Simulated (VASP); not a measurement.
# SiNi2 (P6_3/mmc) in VASP: a series of runs

The runs below take SiNi2 through relaxation of cell and atoms, relaxation of shape and atoms at fixed volume, single point, with PBEsol.

All numbers are computed with VASP 6.6.1; they aren't measurements. Logs are shortened: lines on timing, memory, paths and dates and some standing lists are left out, and cuts for length are marked.

**1. The cell of the first run**

It takes space group P6_3/mmc (No. 194, hexagonal). Conventional cell: a = 3.653 Å, b = 3.653 Å, c = 4.594 Å, α = 90.00°, β = 90.00°, γ = 120.00°. Within 2.8 Å of Si (site symmetry -6m2) lie 11 Ni at 2.11 to 2.40 Å. Ni (site symmetry -3m) has 8 Ni at 2.30 to 2.40 Å and 6 Si at 2.40 Å within 3.0 Å. Ni (site symmetry -6m2) has 5 Si at 2.11 to 2.30 Å and 6 Ni at 2.40 Å within 2.8 Å.

**2. Relaxation of cell and atoms, PBEsol, target pressure 60 GPa, at which the enthalpy is minimised**

File INCAR:

```
SYSTEM = SiNi2
PREC     = Accurate       ! precision mode
ENCUT    = 600            ! plane-wave cutoff, eV
EDIFF    = 1E-6           ! SCF threshold, eV
ISMEAR   = 0              ! smearing method
SIGMA    = 0.1            ! smearing width, eV
LREAL    = .FALSE.        ! projectors in reciprocal space
LASPH    = .TRUE.         ! aspherical terms in the spheres
NELM     = 80             ! most SCF steps
ALGO     = Fast           ! electronic algorithm
ISIF     = 3              ! what is computed and relaxed
LWAVE    = .FALSE.        ! write WAVECAR
LCHARG   = .FALSE.        ! write CHGCAR
GGA      = PS             ! functional
IBRION   = 2              ! ionic algorithm
NSW      = 70             ! ionic steps
EDIFFG   = -0.008         ! ionic threshold
PSTRESS  = 600.0
```

File KPOINTS:

```
Automatic mesh
0
G
  12 12 8
  0 0 0
```

File POSCAR:

```
SiNi2
1.0
    3.6532738333      0.0000000000      0.0000000000
   -1.8266369166      3.1638279466      0.0000000000
    0.0000000000      0.0000000000      4.5942792767
Si Ni
2 4
Direct
    0.3333333333      0.6666666667      0.7500000000
    0.6666666667      0.3333333333      0.2500000000
    0.0000000000      0.0000000000      0.0000000000
    0.0000000000      0.0000000000      0.5000000000
    0.3333333333      0.6666666667      0.2500000000
    0.6666666667      0.3333333333      0.7500000000
```

Potentials or basis: VASP PAW PBE potentials, release 64 (Si, Ni).

Command:

```console
cat potpaw_PBE.64/Si/POTCAR potpaw_PBE.64/Ni/POTCAR > POTCAR
mpirun -np 1 vasp_std > vasp.out
```

OUTCAR:

```text
SYSTEM = SiNi2
   PREC = Accurate
   ENCUT = 600
   EDIFF = 1E-6
   ISMEAR = 0
   LREAL = .FALSE.
   LASPH = .TRUE.
   NELM = 80
   ISIF = 3
   GGA = PS
   IBRION = 2
   NSW = 70
   EDIFFG = -0.008
   PSTRESS = 600.0

 ion  position               nearest neighbor table
   1  0.333  0.667  0.750-   6 2.11   6 2.11   6 2.11   5 2.30   5 2.30   3 2.40   4 2.40   4 2.40
                             3 2.40   4 2.40   3 2.40   2 3.12   2 3.12   2 3.12   2 3.12   2 3.12
   2  0.667  0.333  0.250-   5 2.11   5 2.11   5 2.11   6 2.30   6 2.30   3 2.40   4 2.40   3 2.40
                             4 2.40   3 2.40   4 2.40   1 3.12   1 3.12   1 3.12   1 3.12   1 3.12
   3  0.000  0.000  0.000-   4 2.30   4 2.30   1 2.40   5 2.40   6 2.40   2 2.40   1 2.40   5 2.40
                             2 2.40   6 2.40   2 2.40   6 2.40   1 2.40   5 2.40
   4  0.000  0.000  0.500-   3 2.30   3 2.30   1 2.40   5 2.40   6 2.40   2 2.40   1 2.40   5 2.40
                             2 2.40   6 2.40   2 2.40   6 2.40   1 2.40   5 2.40
   5  0.333  0.667  0.250-   2 2.11   2 2.11   2 2.11   1 2.30   1 2.30   3 2.40   4 2.40   4 2.40
                             3 2.40   4 2.40   3 2.40
   6  0.667  0.333  0.750-   1 2.11   1 2.11   1 2.11   2 2.30   2 2.30   3 2.40   4 2.40   3 2.40
                             4 2.40   3 2.40   4 2.40

  LATTYP: Found a hexagonal cell.
 ALAT       =     3.6532738333
 C/A-ratio  =     1.2575786777

  Lattice vectors:

 A1 = (   3.6532738333,   0.0000000000,   0.0000000000)
 A2 = (  -1.8266369166,   3.1638279466,   0.0000000000)
 A3 = (   0.0000000000,   0.0000000000,   4.5942792767)

Analysis of symmetry for initial positions (statically):
=====================================================================
 Subroutine PRICEL returns:
 Original cell was already a primitive cell.

 Routine SETGRP: Setting up the symmetry group for a
 hexagonal supercell.

 Subroutine GETGRP returns: Found 24 space group operations
 (whereof 12 operations were pure point group operations)
 out of a pool of 24 trial point group operations.

The static configuration has the point symmetry D_3d.
 The point group associated with its full space group is D_6h.

Analysis of symmetry for dynamics (positions and initial velocities):
=====================================================================
 Subroutine PRICEL returns:
 Original cell was already a primitive cell.

 Routine SETGRP: Setting up the symmetry group for a
 hexagonal supercell.

 Subroutine GETGRP returns: Found 24 space group operations
 (whereof 12 operations were pure point group operations)
 out of a pool of 24 trial point group operations.

The dynamic configuration has the point symmetry D_3d.
 The point group associated with its full space group is D_6h.

 Subroutine INISYM returns: Found 24 space group operations
 (whereof 12 operations are pure point group operations),
 and found     1 'primitive' translations

----------------------------------------------------------------------------------------

                                     Primitive cell

  volume of cell :      53.1022

  direct lattice vectors                    reciprocal lattice vectors
     3.653273833  0.000000000  0.000000000     0.273727086  0.158036407  0.000000000
    -1.826636917  3.163827947  0.000000000     0.000000000  0.316072813  0.000000000
     0.000000000  0.000000000  4.594279277     0.000000000  0.000000000  0.217661997

  length of vectors
     3.653273833  3.653273833  4.594279277     0.316072813  0.316072813  0.217661997

  position of ions in fractional coordinates (direct lattice)
     0.333333333  0.666666667  0.750000000
     0.666666667  0.333333333  0.250000000
     0.000000000  0.000000000  0.000000000
     0.000000000  0.000000000  0.500000000
     0.333333333  0.666666667  0.250000000
     0.666666667  0.333333333  0.750000000

  ion indices of the primitive-cell ions
   primitive index   ion index
                 1           1
                 2           2
                 3           3
                 4           4
                 5           5
                 6           6

----------------------------------------------------------------------------------------

 KPOINTS: Automatic mesh

Automatic generation of k-mesh.
 Grid dimensions read from file:
 generate k-points for:   12   12    8

 Generating k-lattice:

  Cartesian coordinates                     Fractional coordinates (reciprocal lattice)
     0.022810590  0.013169701  0.000000000     0.083333333 -0.000000000  0.000000000
     0.000000000  0.026339401  0.000000000     0.000000000  0.083333333  0.000000000
     0.000000000  0.000000000  0.027207750     0.000000000  0.000000000  0.125000000

  Length of vectors
     0.026339401  0.026339401  0.027207750

  Shift w.r.t. Gamma in fractional coordinates (k-lattice)
     0.000000000  0.000000000  0.000000000

 Subroutine IBZKPT returns following result:
 ===========================================

 Found     95 irreducible k-points:

 Following reciprocal coordinates:
            Coordinates               Weight
  0.000000  0.000000  0.000000      1.000000
  0.083333 -0.000000  0.000000      6.000000
  0.166667 -0.000000  0.000000      6.000000
  0.250000 -0.000000  0.000000      6.000000
  0.333333 -0.000000  0.000000      6.000000
  0.416667  0.000000  0.000000      6.000000
[... 16 lines left out ...]
  0.250000 -0.000000  0.125000     12.000000
  0.333333 -0.000000  0.125000     12.000000
 [... further k-points ...]
   k-points           NKPTS =     95   k-points in BZ     NKDIM =     95   number of bands    NBANDS=     28
   number of dos      NEDOS =    301   number of ions     NIONS =      6
   total plane-waves  NPLWV =  36000
   dimension x,y,z NGX =    30 NGY =   30 NGZ =   40
   dimension x,y,z NGXF=    60 NGYF=   60 NGZF=   80
   ions per type =               2   4
   NGX,Y,Z   is equivalent  to a cutoff of  13.65, 13.65, 14.47 a.u.
   NGXF,Y,Z  is equivalent  to a cutoff of  27.30, 27.30, 28.95 a.u.
 SYSTEM =  SiNi2
   PREC   = accura    normal or accurate (medium, high low for compatibility)
   ISTART =      0    job   : 0-new  1-cont  2-samecut
   ICHARG =      2    charge: 1-file 2-atom 10-const
   ISPIN  =      1    spin polarized calculation?
   LNONCOLLINEAR =      F non collinear calculations
   LSORBIT =      F    spin-orbit coupling
   LASPH  =      T    aspherical Exc in radial PAW
   ENCUT  =  600.0 eV  44.10 Ry    6.64 a.u.   7.30  7.30  9.18*2*pi/ulx,y,z
   NELM   =     80;   NELMIN=  2; NELMDL= -5     # of ELM steps
   EDIFF  = 0.1E-05   stopping-criterion for ELM
   LREAL  =      F    real-space projection
   EDIFFG = -.8E-02   stopping-criterion for IOM
   NSW    =     70    number of steps for IOM
   IBRION =      2    ionic relax: 0-MD 1-quasi-New 2-CG
   NFREE  =      1    steps in history (QN), initial steepest desc. (CG)
   ISIF   =      3    stress and relaxation
   ISYM   =      2    0-nonsym 1-usesym 2-fastsym
   POTIM  = 0.5000    time-step for ionic-motion
   TEBEG  =    0.0;   TEEND  =   0.0 temperature during run
   PSTRESS=  600.0 pullay stress
   NELECT =      48.0000    total number of electrons
   NUPDOWN=      -1.0000    fix difference up-down
   EMIN   =  10.00;   EMAX   =-10.00  energy-range for DOS
   EFERMI =   0.00;   METHOD = LEGACY
   ISMEAR =     0;   SIGMA  =   0.10  broadening in eV -4-tet -1-fermi 0-gaus
   EFERMI_NEDOS =   21; number of points for ismear=-14 and -15
   IALGO  =     68    algorithm
   IMIX   =      4    mixing-type and parameters
     AMIX     =   0.40;   BMIX     =  1.00
     AMIX_MAG =   1.60;   BMIX_MAG =  1.00
  volume/ion in A,a.u.               =       8.85        59.73
  Fermi-wavevector in a.u.,A,eV,Ry     =   1.582891  2.991231 34.090006  2.505545
  Thomas-Fermi vector in A             =   2.682745
   LORBIT       =      0    0 simple, 1 ext, 2 COOP (PROOUT), +10 PAW based schemes
   GGA     = PS    functional components
   LHFCALC =     F    Hartree Fock is set to
   AEXX    =    0.0000 exact exchange contribution
   IVDW    =     0    specifies the selected vdW correction
   LEPSILON=     F    determine dielectric tensor
   LRPA    =     F    only Hartree local field effects (RPA)
 conjugate gradient relaxation of ions
 non-spin polarized calculation
 RMM-DIIS sequential band-by-band and
 Gauss-broadening in eV      SIGMA  =   0.10
  energy-cutoff  :      600.00
  volume of cell :       53.10
 maximum number of plane-waves:      1813
 NGX is ok and might be reduce to    30
   NGX = 15   NGY = 15   NGZ = 19

--------------------------------------- Ionic step        1  -------------------------------------------

 number of electron      48.0000008 magnetization

 Free energy of the ion-electron system (eV)
  ---------------------------------------------------
  ext. energy  EPLUGINS =         0.00000000
  ---------------------------------------------------
  free energy    TOTEN  =       -37.78970944 eV

  energy without entropy =      -37.77540638  energy(sigma->0) =      -37.78255791

------------------------ aborting loop because EDIFF is reached ----------------------------------------

  FORCE on cell =-STRESS in cart. coord.  units (eV):
  Direction    XX          YY          ZZ          XY          YZ          ZX
  --------------------------------------------------------------------------------------
  -------------------------------------------------------------------------------------
  Total       21.3438246     21.3438246     20.1403359      0.0000000      0.0000000      0.0000000
  in kB      643.9769912    643.9769912    607.6658311      0.0000000      0.0000000      0.0000000
  external PRESSURE =      31.8732712 kB  Pullay stress =     600.0000000 kB
[... 153 lines left out ...]
  enthalpy is  TOTEN    =       -17.9088386600 eV   P V=       20.0002039052

--------------------------------------- Ionic step        5  -------------------------------------------

 number of electron      48.0000019 magnetization

 Free energy of the ion-electron system (eV)
  ---------------------------------------------------
  ext. energy  EPLUGINS =         0.00000000
  ---------------------------------------------------
  free energy    TOTEN  =       -37.91788968 eV

  energy without entropy =      -37.90354299  energy(sigma->0) =      -37.91071633

 E-fermi :  14.4139     XC(G=0): -14.2005

 val. band max:       14.4134436337   @ k =   0.1667   0.0833   0.0000
 cond. band min:      14.4508651265   @ k =   0.3333   0.3333   0.2500
 fundamental gap:      0.0374214929
 Fermi energy:        14.4138821599

 k-point     1 :       0.0000    0.0000    0.0000
  band No.  band energies     occupation
      1       0.0054      2.00000
      2       5.3448      2.00000
      3       6.6740      2.00000
      4       7.9447      2.00000
      5       7.9447      2.00000
      6       9.2802      2.00000
[... 733 lines left out ...]
     27      17.7919      0.00000
     28      18.1694      0.00000

 [... further k-points ...]
[... 5 lines left out ...]
  --------------------------------------------------------------------------------------
  -------------------------------------------------------------------------------------
  Total       19.9704909     19.9704909     19.9835286      0.0000000     -0.0000000      0.0000000
  in kB      598.8471372    598.8471371    599.2380948      0.0000000     -0.0000000      0.0000000
  external PRESSURE =      -1.0225436 kB  Pullay stress =     600.0000000 kB
[... 21 lines left out ...]
  FREE ENERGIE OF THE ION-ELECTRON SYSTEM (eV)
  ---------------------------------------------------
  free  energy   TOTEN  =       -37.9178896832 eV

  energy  without entropy=      -37.9035429851  energy(sigma->0) =      -37.91071633

  enthalpy is  TOTEN    =       -17.9089528524 eV   P V=       20.0089368308

 reached required accuracy - stopping structural energy minimisation
```

It took 19 min on 1 thread of Intel Xeon 8259CL, shared host; peak memory 0.3 GiB.

What came out:

```yaml
Free_energy: -37.9179 eV
Relaxed_volume: 8.90 Å³/atom
Relaxed_cell: a = 3.668 Å, b = 3.668 Å, c = 4.585 Å, α = 90.00°, β = 90.00°, γ = 120.00°
Space_group_after_relaxing_to_0.1_Å: P6_3/mmc (No. 194)
Energy_change_on_relaxing_the_run_minimises_the_enthalpy: -21.4 meV/atom
Ionic_steps: 5
Pressure_after_relaxing: 59.9 GPa
Band_gap_on_the_k_mesh: zero (bands 24 and 25 overlap by 3.99 eV)
```

The path:
```
step  energy change (eV)  largest force (eV/Å)  pressure (GPa)  volume (Å³)
   1              0.0000                0.0000           63.19        53.10
   2             -0.4852                0.0000           50.92        54.47
   3             -0.1503                0.0000           59.57        53.49
   4             -0.1193                0.0000           60.19        53.41
   5             -0.1282                0.0000           59.90        53.43
```

Final structure:
```yaml
crystal:
  lattice:
    - [3.66826, 0.00000, 0.00000]
    - [-1.83413, 3.17681, 0.00000]
    - [0.00000, 0.00000, 4.58492]
  atoms:
    - { symbol: Si, position: [0.33333, 0.66667, 0.75000] }
    - { symbol: Si, position: [0.66667, 0.33333, 0.25000] }
    - { symbol: Ni, position: [0.00000, 0.00000, 0.00000] }
    - { symbol: Ni, position: [0.00000, 0.00000, 0.50000] }
    - { symbol: Ni, position: [0.33333, 0.66667, 0.25000] }
    - { symbol: Ni, position: [0.66667, 0.33333, 0.75000] }
```

Caveat: the cell is relaxed towards a set pressure, so the run minimises the enthalpy, not the energy; the PAW data sets were made with another functional, which shifts forces and pressure a little. Zero-point motion and thermal expansion aren't in these numbers.

**3. Relaxation of cell and atoms, PBEsol, target pressure 30 GPa, at which the enthalpy is minimised**

This run uses another cell than the first one, of 9.54 Å³/atom.

File INCAR:

```
  ALGO = Fast
  EDIFF = 1E-6
  EDIFFG = -0.008
  ENCUT = 600
  GGA = PS
  IBRION = 2
  ISIF = 3
  ISMEAR = 0
  LASPH = True
  LCHARG = False
  LREAL = False
  LWAVE = False
  NELM = 60
  NSW = 70
  PREC = Accurate
  PSTRESS = 300.0
  SIGMA = 0.1
```

File KPOINTS:

```
k-points
0
Gamma
  12 12 8
```

Edit POSCAR of step 2 so:

```diff
@@ -2,5 +2,5 @@
 1.0
-    3.6532738333      0.0000000000      0.0000000000
-   -1.8266369166      3.1638279466      0.0000000000
-    0.0000000000      0.0000000000      4.5942792767
+    3.7412658349      0.0000000000      0.0000000000
+   -1.8706329174      3.2400312553      0.0000000000
+    0.0000000000      0.0000000000      4.7243788423
 Si Ni
```

Potentials or basis: VASP PAW PBE potentials, release 64 (Si, Ni).

Command:

```console
cat potpaw_PBE.64/Si/POTCAR potpaw_PBE.64/Ni/POTCAR > POTCAR
mpirun -np 1 vasp_std > vasp.out
```

Run time: 25 min. Hardware: 1 thread of Intel Xeon 8259CL, shared host; peak memory 0.3 GiB.

It converged, with:

```yaml
Free_energy: -39.0228 eV
Relaxed_volume: 9.57 Å³/atom
Relaxed_cell: a = 3.751 Å, b = 3.751 Å, c = 4.714 Å, α = 90.00°, β = 90.00°, γ = 120.00°
Space_group_after_relaxing_to_0.1_Å: P6_3/mmc (No. 194)
Energy_change_on_relaxing_the_run_minimises_the_enthalpy: -5.8 meV/atom
Ionic_steps: 5
Pressure_after_relaxing: 29.9 GPa
Band_gap_on_the_k_mesh: zero (bands 24 and 25 overlap by 3.83 eV)
```

Step by step:
```tsv
step	energy change (eV)	largest force (eV/Å)	pressure (GPa)	volume (Å³)
1	0.0000	0.0000	31.48	57.27
2	-0.1328	0.0000	26.47	58.00
3	-0.0452	0.0000	29.58	57.50
4	-0.0314	0.0000	30.04	57.43
5	-0.0347	0.0000	29.93	57.44
```

Final structure:
```yaml
crystal:
  lattice:
    - [3.75125, 0.00000, 0.00000]
    - [-1.87563, 3.24868, 0.00000]
    - [0.00000, 0.00000, 4.71366]
  atoms:
    - { symbol: Si, position: [0.33333, 0.66667, 0.75000] }
    - { symbol: Si, position: [0.66667, 0.33333, 0.25000] }
    - { symbol: Ni, position: [0.00000, 0.00000, 0.00000] }
    - { symbol: Ni, position: [0.00000, 0.00000, 0.50000] }
    - { symbol: Ni, position: [0.33333, 0.66667, 0.25000] }
    - { symbol: Ni, position: [0.66667, 0.33333, 0.75000] }
```

Levels at points of the mesh, in eV from the Fermi level:
| k point | band 21 | band 22 | band 23 | band 24 | band 25 | band 26 | band 27 | band 28 |
| --- | --- | --- | --- | --- | --- | --- | --- | --- |
| (0.00, 0.00, 0.00) | -0.75 | -0.75 | 0.21 | 2.80 | 2.80 | 3.14 | 3.14 | 3.20 |
| (0.50, 0.00, 0.00) | -1.55 | -1.43 | -1.20 | -0.81 | -0.63 | 1.64 | 2.07 | 3.34 |
| (0.00, 0.00, 0.50) | -1.48 | -1.48 | 2.73 | 2.73 | 3.56 | 3.56 | 3.56 | 3.56 |
| (0.50, 0.00, 0.50) | -1.50 | -1.50 | -1.05 | -1.05 | 1.07 | 1.07 | 3.34 | 3.34 |

Caveat: the cell is relaxed towards a set pressure, so the run minimises the enthalpy, not the energy; the PAW data sets were made with another functional, which shifts forces and pressure a little.

(Part 1 of 2 ends here.)

The gap in the log of VASP goes by the Fermi energy; the results here count the filled bands.